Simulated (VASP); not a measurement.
# AlNi in VASP: further runs, part 2 of 2

VASP 6.6.1. Earlier steps stand in the parts before.

## 4. Single point, PBE (normal strain along x +0.1100, normal strain along y +0.1100)

File INCAR:

```
  ALGO = Fast
  EDIFF = 1E-6
  ENCUT = 520
  GGA = PE
  ISIF = 2
  ISMEAR = 0
  LASPH = T
  LCHARG = T
  LELF = T
  LREAL = F
  LVHAR = T
  LWAVE = F
  NBANDS = 14
  NELM = 60
  PREC = Accurate
  SIGMA = 0.15
```

File KPOINTS:

```
k-points
0
Gamma
  16 16 16
```

File POSCAR:

```
AlNi
1.0
    2.2673216831     -2.2672841629      0.0000000000
    2.2673216831      2.2672841629      0.0000000000
    0.0000000000      0.0000000000      2.9004437058
Al Ni
1 1
Direct
    0.0000000000      0.0000000000      0.0000000000
    0.5000000000      0.5000000000      0.5000000000
```

Potentials or basis: VASP PAW PBE potentials, release 64 (Al, Ni).

Command:

```console
$ cat potpaw_PBE.64/Al/POTCAR potpaw_PBE.64/Ni/POTCAR > POTCAR
$ mpirun -np 1 vasp_std > vasp.out
```

OUTCAR:

```text
EDIFF = 1E-6
   ENCUT = 520
   GGA = PE
   ISIF = 2
   ISMEAR = 0
   LASPH = T
   LREAL = F
   NELM = 60
   PREC = Accurate

 ion  position               nearest neighbor table
   1  0.000  0.000  0.000-   2 2.69   2 2.69   2 2.69   2 2.69   2 2.69   2 2.69   2 2.69   2 2.69

   2  0.500  0.500  0.500-   1 2.69   1 2.69   1 2.69   1 2.69   1 2.69   1 2.69   1 2.69   1 2.69

  LATTYP: Found a base centered orthorhombic cell.
 ALAT       =     4.5345683258
 B/A-ratio  =     1.0000165485
 C/A-ratio  =     0.6396295077

  Lattice vectors:

 A1 = (  -2.2673216831,  -2.2672841629,   0.0000000000)
 A2 = (   2.2673216831,  -2.2672841629,   0.0000000000)
 A3 = (   0.0000000000,   0.0000000000,   2.9004437058)

Analysis of symmetry for initial positions (statically):
=====================================================================
 Subroutine PRICEL returns:
 Original cell was already a primitive cell.

 Routine SETGRP: Setting up the symmetry group for a
 base centered orthorhombic supercell.

 Subroutine GETGRP returns: Found  8 space group operations
 (whereof  8 operations were pure point group operations)
 out of a pool of  8 trial point group operations.

The static configuration has the point symmetry D_2h.

Analysis of symmetry for dynamics (positions and initial velocities):
=====================================================================
 Subroutine PRICEL returns:
 Original cell was already a primitive cell.

 Routine SETGRP: Setting up the symmetry group for a
 base centered orthorhombic supercell.

 Subroutine GETGRP returns: Found  8 space group operations
 (whereof  8 operations were pure point group operations)
 out of a pool of  8 trial point group operations.

The dynamic configuration has the point symmetry D_2h.

 Subroutine INISYM returns: Found  8 space group operations
 (whereof  8 operations are pure point group operations),
 and found     1 'primitive' translations

----------------------------------------------------------------------------------------

                                     Primitive cell

  volume of cell :      29.8204

  direct lattice vectors                    reciprocal lattice vectors
     2.267321683 -2.267284163  0.000000000     0.220524509 -0.220528158  0.000000000
     2.267321683  2.267284163  0.000000000     0.220524509  0.220528158  0.000000000
     0.000000000  0.000000000  2.900443706     0.000000000  0.000000000  0.344774835

  length of vectors
     3.206450544  3.206450544  2.900443706     0.311871331  0.311871331  0.344774835

  position of ions in fractional coordinates (direct lattice)
     0.000000000  0.000000000  0.000000000
     0.500000000  0.500000000  0.500000000

  ion indices of the primitive-cell ions
   primitive index   ion index
                 1           1
                 2           2

----------------------------------------------------------------------------------------

 KPOINTS: k-points

Automatic generation of k-mesh.
 Grid dimensions read from file:
 generate k-points for:   16   16   16

 Generating k-lattice:

  Cartesian coordinates                     Fractional coordinates (reciprocal lattice)
     0.013782782 -0.013783010  0.000000000     0.062500000  0.000000000  0.000000000
     0.013782782  0.013783010  0.000000000     0.000000000  0.062500000  0.000000000
     0.000000000  0.000000000  0.021548427     0.000000000  0.000000000  0.062500000
[... 43 lines left out ...]
   dimension x,y,z NGXF=    48 NGYF=   48 NGZF=   48
   ions per type =               1   1
   NGX,Y,Z   is equivalent  to a cutoff of  12.44, 12.44, 13.76 a.u.
   NGXF,Y,Z  is equivalent  to a cutoff of  24.89, 24.89, 27.51 a.u.
 SYSTEM =  unknown system
   PREC   = accura    normal or accurate (medium, high low for compatibility)
   ISTART =      0    job   : 0-new  1-cont  2-samecut
   ICHARG =      2    charge: 1-file 2-atom 10-const
   ISPIN  =      1    spin polarized calculation?
   LNONCOLLINEAR =      F non collinear calculations
   LSORBIT =      F    spin-orbit coupling
   LASPH  =      T    aspherical Exc in radial PAW
   ENCUT  =  520.0 eV  38.22 Ry    6.18 a.u.   5.96  5.96  5.39*2*pi/ulx,y,z
   NELM   =     60;   NELMIN=  2; NELMDL= -5     # of ELM steps
   EDIFF  = 0.1E-05   stopping-criterion for ELM
   LREAL  =      F    real-space projection
   EDIFFG = 0.1E-04   stopping-criterion for IOM
   NSW    =      0    number of steps for IOM
   IBRION =     -1    ionic relax: 0-MD 1-quasi-New 2-CG
   NFREE  =      0    steps in history (QN), initial steepest desc. (CG)
   ISIF   =      2    stress and relaxation
   ISYM   =      2    0-nonsym 1-usesym 2-fastsym
   POTIM  = 0.5000    time-step for ionic-motion
   TEBEG  =    0.0;   TEEND  =   0.0 temperature during run
   PSTRESS=    0.0 pullay stress
   NELECT =      13.0000    total number of electrons
   NUPDOWN=      -1.0000    fix difference up-down
   EMIN   =  10.00;   EMAX   =-10.00  energy-range for DOS
   EFERMI =   0.00;   METHOD = LEGACY
   ISMEAR =     0;   SIGMA  =   0.15  broadening in eV -4-tet -1-fermi 0-gaus
   EFERMI_NEDOS =   21; number of points for ismear=-14 and -15
   IALGO  =     68    algorithm
   IMIX   =      4    mixing-type and parameters
     AMIX     =   0.40;   BMIX     =  1.00
     AMIX_MAG =   1.60;   BMIX_MAG =  1.00
  volume/ion in A,a.u.               =      14.91       100.62
  Fermi-wavevector in a.u.,A,eV,Ry     =   1.241323  2.345760 20.964980  1.540883
  Thomas-Fermi vector in A             =   2.375726
   LORBIT       =      0    0 simple, 1 ext, 2 COOP (PROOUT), +10 PAW based schemes
   GGA     = PE    functional components
   LHFCALC =     F    Hartree Fock is set to
   AEXX    =    0.0000 exact exchange contribution
   IVDW    =     0    specifies the selected vdW correction
   LEPSILON=     F    determine dielectric tensor
   LRPA    =     F    only Hartree local field effects (RPA)
 non-spin polarized calculation
 RMM-DIIS sequential band-by-band and
 Gauss-broadening in eV      SIGMA  =   0.15
  energy-cutoff  :      520.00
  volume of cell :       29.82
 maximum number of plane-waves:       824
   NGX = 11   NGY = 11   NGZ = 11

 number of electron      12.9999987 magnetization

 Free energy of the ion-electron system (eV)
  ---------------------------------------------------
  ext. energy  EPLUGINS =         0.00000000
  ---------------------------------------------------
  free energy    TOTEN  =       -10.07717733 eV

  energy without entropy =      -10.06517661  energy(sigma->0) =      -10.07117697

 E-fermi :   7.3969     XC(G=0): -11.0296

 val. band max:        7.3855292692   @ k =   0.3125   0.2500   0.0000
 cond. band min:       7.3971246192   @ k =  -0.3125   0.1875   0.4375
 fundamental gap:      0.0115953500
 Fermi energy:         7.3969154282

 k-point     1 :       0.0000    0.0000    0.0000
  band No.  band energies     occupation
      1      -2.2548      2.00000
      2       5.0407      2.00000
      3       5.0446      2.00000
      4       6.1024      2.00000
      5       6.3166      2.00000
      6       6.3167      2.00000
      7      11.0613      0.00000
      8      11.0614      0.00000
      9      14.1984      0.00000
     10      14.4337      0.00000
     11      14.4720      0.00000
     12      18.3453      0.00000
     13      24.5614      0.00000
     14      26.2067      0.00000
[... 377 lines left out ...]
      1      -2.1400      2.00000
      2       5.0300      2.00000
      3       5.0480      2.00000
      4       6.0501      2.00000
      5       6.3017      2.00000
      6       6.3074      2.00000
      7      10.5571      0.00000
      8      10.5897      0.00000
      9      14.3349      0.00000
     10      15.0458      0.00000
     11      15.1347      0.00000
     12      18.5318      0.00000
     13      22.7921      0.00000
     14      25.9400      0.00000

 [... further k-points ...]

------------------------ aborting loop because EDIFF is reached ----------------------------------------

  FORCE on cell =-STRESS in cart. coord.  units (eV):
  Direction    XX          YY          ZZ          XY          YZ          ZX
  --------------------------------------------------------------------------------------
  -------------------------------------------------------------------------------------
  Total       -3.9829077     -3.9826375     -3.0988179     -0.0000000      0.0000000      0.0000000
  in kB     -213.9918766   -213.9773601   -166.4919002     -0.0000000      0.0000000      0.0000000
  external PRESSURE =    -198.1537123 kB  Pullay stress =       0.0000000 kB

 VOLUME and BASIS-vectors are now :
 -----------------------------------------------------------------------------
  energy-cutoff  :      520.00
  volume of cell :       29.82
      direct lattice vectors                 reciprocal lattice vectors
     2.267321683 -2.267284163  0.000000000     0.220524509 -0.220528158  0.000000000
     2.267321683  2.267284163  0.000000000     0.220524509  0.220528158  0.000000000
     0.000000000  0.000000000  2.900443706     0.000000000  0.000000000  0.344774835

 POSITION                                       TOTAL-FORCE (eV/Angst)
 -----------------------------------------------------------------------------------
      0.00000      0.00000      0.00000        -0.000000      0.000000      0.000000
      2.26732      0.00000      1.45022         0.000000     -0.000000      0.000000
 -----------------------------------------------------------------------------------
    total drift:                                0.000000     -0.000000     -0.000000

  FREE ENERGIE OF THE ION-ELECTRON SYSTEM (eV)
  ---------------------------------------------------
  free  energy   TOTEN  =       -10.0771773294 eV

  energy  without entropy=      -10.0651766076  energy(sigma->0) =      -10.07117697
```

stdout:

```text
POSCAR found type information on POSCAR AlNi
 POSCAR found :  2 types and       2 ions
 scaLAPACK will be used
 LDA part: xc-table for (Slater+PW92), standard interpolation
 POSCAR, INCAR and KPOINTS ok, starting setup
 FFT: planning ... GRIDC
 FFT: planning ... GRID_SOFT
 FFT: planning ... GRID
 WAVECAR not read
 entering main loop
```

Run time: 93 s. Hardware: 1 thread of Intel Xeon Platinum 8488C (Sapphire Rapids), shared host; peak memory 0.37 GiB.

Results:

* Free energy: -10.0772 eV
* Pressure: -19.8 GPa
* Band gap on the k mesh: zero (an odd number of electrons rules out a gap without spin polarisation)

Levels at points of the mesh, in eV from the Fermi level:
| k point | band 5 | band 6 | band 7 | band 8 | band 9 | band 10 |
| --- | --- | --- | --- | --- | --- | --- |
| (0.00, 0.00, 0.00) | -1.08 | -1.08 | 3.66 | 3.66 | 6.80 | 7.04 |
| (0.50, 0.00, 0.00) | -1.41 | -1.04 | -0.72 | 7.58 | 7.81 | 7.90 |
| (0.50, 0.50, 0.00) | -1.33 | -1.33 | -0.89 | 0.59 | 1.09 | 11.49 |
| (0.00, 0.00, 0.50) | -1.82 | -1.19 | -0.19 | 8.04 | 8.32 | 8.33 |
| (0.50, 0.00, 0.50) | -1.68 | -1.59 | -0.77 | 1.48 | 1.71 | 9.44 |
| (0.50, 0.50, 0.50) | -0.69 | 1.97 | 2.19 | 2.19 | 2.26 | 2.94 |

Caveat: the cell differs from its parent crystal (normal strain along x +0.1100, normal strain along y +0.1100); the cell stands under tension. Spin polarisation is off, so any magnetic state and its effect on volume and gap are missing.

## 5. Single point, PBE (normal strain along x -0.1100, normal strain along y -0.0733)

File INCAR:

```
SYSTEM = AlNi
  PREC = Accurate
  ENCUT = 520
  EDIFF = 1E-6
  ISMEAR = 0
  SIGMA = 0.15
  LREAL = .FALSE.
  LASPH = .TRUE.
  NELM = 80
  ALGO = Fast
  ISIF = 2
  LWAVE = .FALSE.
  LCHARG = .TRUE.
  GGA = PE
  LELF = .TRUE.
  LVHAR = .TRUE.
  NBANDS = 14
```

File KPOINTS:

```
Automatic mesh
0
G
  16 16 16
  0 0 0
```

File POSCAR:

```
AlNi
1.0
    1.8179426107     -1.8179125270      0.0000000000
    1.8929059700      1.8928771268      0.0000000000
    0.0000000000      0.0000000000      2.9004437058
Al Ni
1 1
Direct
    0.0000000000      0.0000000000      0.0000000000
    0.5000000000      0.5000000000      0.5000000000
```

Potentials or basis: VASP PAW PBE potentials, release 64 (Al, Ni).

Command:

```console
$ cat potpaw_PBE.64/Al/POTCAR potpaw_PBE.64/Ni/POTCAR > POTCAR
$ mpirun -np 1 vasp_std > vasp.out
```

OUTCAR:

```text
SYSTEM = AlNi
   PREC = Accurate
   ENCUT = 520
   EDIFF = 1E-6
   ISMEAR = 0
   LREAL = .FALSE.
   LASPH = .TRUE.
   NELM = 80
   ISIF = 2
   GGA = PE

 ion  position               nearest neighbor table
   1  0.000  0.000  0.000-   2 2.36   2 2.36   2 2.36   2 2.36   2 2.36   2 2.36   2 2.36   2 2.36

   2  0.500  0.500  0.500-   1 2.36   1 2.36   1 2.36   1 2.36   1 2.36   1 2.36   1 2.36   1 2.36

  LATTYP: Found a simple monoclinic cell.
 ALAT       =     2.5709378234
 B/A-ratio  =     1.1281656365
 C/A-ratio  =     1.0412359551
 COS(beta)  =    -0.0000158930

  Lattice vectors:

 A1 = (   1.8179426107,  -1.8179125270,   0.0000000000)
 A2 = (   0.0000000000,   0.0000000000,   2.9004437058)
 A3 = (  -1.8929059700,  -1.8928771268,   0.0000000000)

Analysis of symmetry for initial positions (statically):
=====================================================================
 Subroutine PRICEL returns:
 Original cell was already a primitive cell.

 Routine SETGRP: Setting up the symmetry group for a
 simple monoclinic supercell.

 Subroutine GETGRP returns: Found  4 space group operations
 (whereof  4 operations were pure point group operations)
 out of a pool of  4 trial point group operations.

[... 180 lines left out ...]
      9      20.6094      0.00000
     10      21.2738      0.00000
     11      21.6966      0.00000
     12      30.2771      0.00000
     13      34.5050      0.00000
     14      35.6681      0.00000
[... 377 lines left out ...]
      1       0.5311      2.00000
      2       8.4378      2.00000
      3       8.5343      2.00000
      4      10.3979      2.00000
      5      10.4907      2.00000
      6      10.6848      2.00000
      7      17.0537      0.00000
      8      17.8161      0.00000
      9      19.0128      0.00000
     10      21.3145      0.00000
     11      24.6876      0.00000
     12      32.0102      0.00000
     13      32.4634      0.00000
     14      33.6671      0.00000

 [... further k-points ...]

------------------------ aborting loop because EDIFF is reached ----------------------------------------

  FORCE on cell =-STRESS in cart. coord.  units (eV):
  Direction    XX          YY          ZZ          XY          YZ          ZX
  --------------------------------------------------------------------------------------
  -------------------------------------------------------------------------------------
  Total        6.3371028      6.3377950      5.1170414     -0.5655240      0.0000000      0.0000000
  in kB      508.6330685    508.6886269    410.7076279    -45.3904910      0.0000000      0.0000000
  external PRESSURE =     476.0097744 kB  Pullay stress =       0.0000000 kB

 VOLUME and BASIS-vectors are now :
 -----------------------------------------------------------------------------
  energy-cutoff  :      520.00
  volume of cell :       19.96
      direct lattice vectors                 reciprocal lattice vectors
     1.817942611 -1.817912527  0.000000000     0.275036365 -0.275040556  0.000000000
     1.892905970  1.892877127  0.000000000     0.264143957  0.264148328  0.000000000
     0.000000000  0.000000000  2.900443706     0.000000000  0.000000000  0.344774835

 POSITION                                       TOTAL-FORCE (eV/Angst)
 -----------------------------------------------------------------------------------
      0.00000      0.00000      0.00000         0.000000     -0.000000      0.000000
      1.85542      0.03748      1.45022         0.000000      0.000000      0.000000
 -----------------------------------------------------------------------------------
    total drift:                                0.000000      0.000000      0.000000

  FREE ENERGIE OF THE ION-ELECTRON SYSTEM (eV)
  ---------------------------------------------------
  free  energy   TOTEN  =        -9.9666607723 eV

  energy  without entropy=       -9.9584930289  energy(sigma->0) =       -9.96257690
```

stdout:

```text
POSCAR found type information on POSCAR AlNi
 POSCAR found :  2 types and       2 ions
 scaLAPACK will be used
 LDA part: xc-table for (Slater+PW92), standard interpolation
 POSCAR, INCAR and KPOINTS ok, starting setup
 FFT: planning ... GRIDC
 FFT: planning ... GRID_SOFT
 FFT: planning ... GRID
 WAVECAR not read
 entering main loop
WARNING in EDDRMM: call to ZHEGV failed, returncode =   8  4     13
WARNING in EDDRMM: call to ZHEGV failed, returncode =   8  4     14
```

Wall time 3 min (1 thread of Intel Xeon Platinum 8488C (Sapphire Rapids), shared host); peak memory 0.42 GiB.

What came out:

```yaml
Free_energy: -9.9667 eV
Pressure: 47.6 GPa
Band_gap_on_the_k_mesh: zero (an odd number of electrons rules out a gap without spin polarisation)
```

Stress tensor (GPa, compression positive):
```
50.86 -4.54  0.00
-4.54 50.87  0.00
 0.00  0.00 41.07
```

Caveat: the cell differs from its parent crystal (normal strain along x -0.1100, normal strain along y -0.0733); the stress differs along the axes, from 41 to 51 GPa.

## 6. Single point, PBE (normal strain along x -0.1100, normal strain along y -0.0367)

File INCAR:

```
SYSTEM = AlNi
  PREC = Accurate
  ENCUT = 520
  EDIFF = 1E-6
  ISMEAR = 0
  SIGMA = 0.15
  LREAL = .FALSE.
  LASPH = .TRUE.
  NELM = 100
  ALGO = Fast
  ISIF = 2
  LWAVE = .FALSE.
  LCHARG = .FALSE.
  GGA = PE
  NBANDS = 14
```

KPOINTS is that of step 5.

Edit POSCAR of step 5 so:

```diff
@@ -3,3 +3,3 @@
     1.8179426107     -1.8179125270      0.0000000000
-    1.8929059700      1.8928771268      0.0000000000
+    1.9676650694      1.9676374634      0.0000000000
     0.0000000000      0.0000000000      2.9004437058
```

Potentials or basis: VASP PAW PBE potentials, release 64 (Al, Ni).

Command:

```console
$ cat potpaw_PBE.64/Al/POTCAR potpaw_PBE.64/Ni/POTCAR > POTCAR
$ mpirun -np 1 vasp_std > vasp.out
```

Run time: 3.3 min. Hardware: 1 thread of Intel Xeon Platinum 8488C (Sapphire Rapids), shared host; peak memory 0.43 GiB.

The run converged. Its results:

| Quantity | Value |
| --- | --- |
| Free energy | -10.1540 eV |
| Pressure | 35.2 GPa |
| Band gap on the k mesh | zero (an odd number of electrons rules out a gap without spin polarisation) |

Stress tensor (GPa, compression positive):
```
38.26 -7.66  0.00
-7.66 38.26  0.00
 0.00  0.00 28.95
```

Levels at points of the mesh, in eV from the Fermi level:
| k point | band 3 | band 4 | band 5 | band 6 | band 7 | band 8 | band 9 | band 10 | band 11 | band 12 |
| --- | --- | --- | --- | --- | --- | --- | --- | --- | --- | --- |
| (0.00, 0.00, 0.00) | -3.97 | -2.09 | -1.79 | -1.68 | 4.09 | 5.62 | 8.00 | 8.72 | 8.97 | 16.89 |
| (0.50, 0.00, 0.00) | -3.24 | -3.09 | -2.82 | -1.89 | -0.16 | 8.43 | 9.15 | 10.54 | 11.50 | 12.74 |
| (0.00, 0.50, 0.00) | -3.49 | -3.08 | -2.29 | -1.70 | -0.85 | 8.04 | 8.79 | 10.55 | 13.29 | 14.62 |
| (0.50, 0.50, 0.00) | -3.07 | -2.89 | -2.73 | -2.63 | -1.11 | 2.35 | 3.73 | 12.59 | 14.67 | 15.05 |
| (0.00, 0.00, 0.50) | -3.54 | -2.81 | -2.29 | -1.61 | -1.22 | 8.29 | 10.06 | 11.31 | 13.16 | 14.15 |
| (0.50, 0.00, 0.50) | -3.47 | -2.83 | -2.70 | -2.52 | -1.29 | 2.06 | 3.29 | 13.67 | 15.30 | 16.03 |
| (0.00, 0.50, 0.50) | -3.89 | -3.68 | -2.21 | -2.17 | -1.42 | 1.07 | 2.47 | 16.02 | 17.51 | 17.78 |
| (0.50, 0.50, 0.50) | -4.80 | -1.35 | -1.04 | 1.76 | 1.90 | 2.12 | 4.33 | 5.06 | 5.23 | 5.70 |

Caveat: the cell differs from its parent crystal (normal strain along x -0.1100, normal strain along y -0.0367); the stress differs along the axes, from 29 to 38 GPa.

## 7. Summary

| cell | further INCAR settings | gap on the mesh (eV) | pressure (GPa) |
| --- | --- | --- | --- |
| a = 3.100, b = 3.206, c = 2.900 Å, 2 atoms | ALGO = Fast; EDIFF = 1e-07; NBANDS = 14 | none | -18.5 |
| a = 2.571, b = 2.571, c = 2.900 Å, 2 atoms | ALGO = Fast; EDIFF = 1e-07; NBANDS = 14 | none | 62.5 |
| a = 3.206, b = 3.206, c = 2.900 Å, 2 atoms | ALGO = Fast; EDIFF = 1e-06; NBANDS = 14 | none | -19.8 |
| a = 2.571, b = 2.677, c = 2.900 Å, 2 atoms | ALGO = Fast; EDIFF = 1e-06; NBANDS = 14 | none | 47.6 |
| a = 2.571, b = 2.783, c = 2.900 Å, 2 atoms | ALGO = Fast; EDIFF = 1e-06; NBANDS = 14 | none | 35.2 |

Alike in all rows: task single point; level PBE; potentials or basis VASP PAW PBE potentials, release 64 (Al, Ni); no spin polarisation; k mesh 16 × 16 × 16; cutoff (eV) 520; smearing gaussian 0.15 eV.

Caveats: the cell stands under tension (at least some runs); the stress differs along the axes, from 55 to 66 GPa (at least some runs); the stress differs along the axes, from 41 to 51 GPa (at least some runs); the stress differs along the axes, from 29 to 38 GPa (at least some runs).

Absolute energies hang on the potentials; compare differences alone.
